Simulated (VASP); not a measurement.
HfO2, 6 atoms in the cell. It takes space group Cm (No. 8, monoclinic). The conventional cell has a = 6.903 Å, b = 6.903 Å, c = 3.238 Å, α = 90.00°, β = 90.00°, γ = 90.00°. Within 2.4 Å of Hf (site symmetry m) lie 4 O at 1.75 to 2.34 Å. Within 2.8 Å of Hf (site symmetry m) lie 6 O at 2.10 to 2.11 Å. Within 2.3 Å of O (site symmetry 1) lie 2 Hf at 1.75 to 2.11 Å. Within 2.8 Å of O (site symmetry m) lie 3 Hf at 2.10 to 2.34 Å and 1 O at 2.69 Å. Within 2.7 Å of O (site symmetry m) lie 3 Hf at 2.00 to 2.10 Å and 1 O at 2.69 Å.  This cell differs from its parent crystal: atom 1 (Hf) moved by -0.172 Å along [1 1 0] and -0.517 Å along [0 0 1].

```yaml
Program: VASP 6.6.1
Task: single point
Functional: PBE
Potentials_or_basis: VASP PAW PBE potentials, release 64 (Hf_pv, O)
Cutoff: 520 eV
k_mesh: 6 × 6 × 8
Occupations: gaussian, width 0.05 eV
Spin: no spin polarisation
Dipole_correction: no
Further_INCAR_settings: ALGO = Normal; EDIFF = 1e-06; NBANDS = 31
```

Potentials or basis: VASP PAW PBE potentials, release 64 (Hf_pv, O).

The run is started by

```sh
$ cat potpaw_PBE.64/Hf_pv/POTCAR potpaw_PBE.64/O/POTCAR > POTCAR
$ mpirun -np 1 vasp_std > vasp.out
```

Hardware: 1 thread of AMD EPYC 7R13, on a shared host.

Problem. How long does it take, and how much memory?

Solution. Run time: 2.5 min on 1 thread of AMD EPYC 7R13, with other jobs on the host, peak memory 0.3 GiB. Counts: scf iterations 15, k points 89.
